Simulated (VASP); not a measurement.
Wanted: the native input for a VASP 6.6.1 run.

```yaml
Task: single point
Functional: PBEsol
Potentials_or_basis: VASP PAW PBE potentials, release 64 (Al, N)
Cutoff: 520 eV
k_mesh: 12 × 12 × 6
Occupations: gaussian, width 0.05 eV
Spin: no spin polarisation
Dipole_correction: no
Further_INCAR_settings: ALGO = Normal; EDIFF = 1e-07; NBANDS = 16
```

The structure of AlN lies in POSCAR:

```
AlN
1.0
    3.3121157418      0.0000000000      0.0000000000
   -1.6560578709      2.8683763727      0.0000000000
    0.0000000000      0.0000000000      4.1875630000
Al N
2 2
Direct
    0.3289754673      0.6644877336      0.7500000000
    0.6623088006      0.3311544003      0.2500000000
    0.3333333333      0.6666666667      0.2500000000
    0.6666666667      0.3333333333      0.7500000000
```

This cell differs from its parent crystal: all Al atoms moved +0.013 Å, as atom 1 towards its neighbour atom 4 (N) at 1.912 Å.

These files were run (other wordings do the same):

INCAR

```
PREC = Accurate
ENCUT = 520
EDIFF = 1E-7
ISMEAR = 0
SIGMA = 0.05
LREAL = F
LASPH = T
NELM = 100
ALGO = Normal
ISIF = 2
LWAVE = F
LCHARG = F
GGA = PS
NBANDS = 16
```

KPOINTS

```
Automatic mesh
0
Gamma
  12 12 6
```

Potentials or basis: VASP PAW PBE potentials, release 64 (Al, N).

The run is started by

```sh
$ cat potpaw_PBE.64/Al/POTCAR potpaw_PBE.64/N/POTCAR > POTCAR
$ mpirun -np 1 vasp_std > vasp.out
```

Results of the run:

```
Pressure               : -3.5 GPa
Largest force          : 0.192 eV/Å
Band gap on the k mesh : 3.19 eV
```

Caveat: the cell differs from its parent crystal (all Al atoms moved +0.013 Å, as atom 1 towards its neighbour atom 4 (N) at 1.912 Å); the cell stands under tension; the PAW data sets were made with another functional, which shifts forces and pressure a little.

It took 49 s on 1 thread of AMD EPYC 9R45 96-Core Processor (Zen 5), with other jobs on the host, peak memory 0.19 GiB.
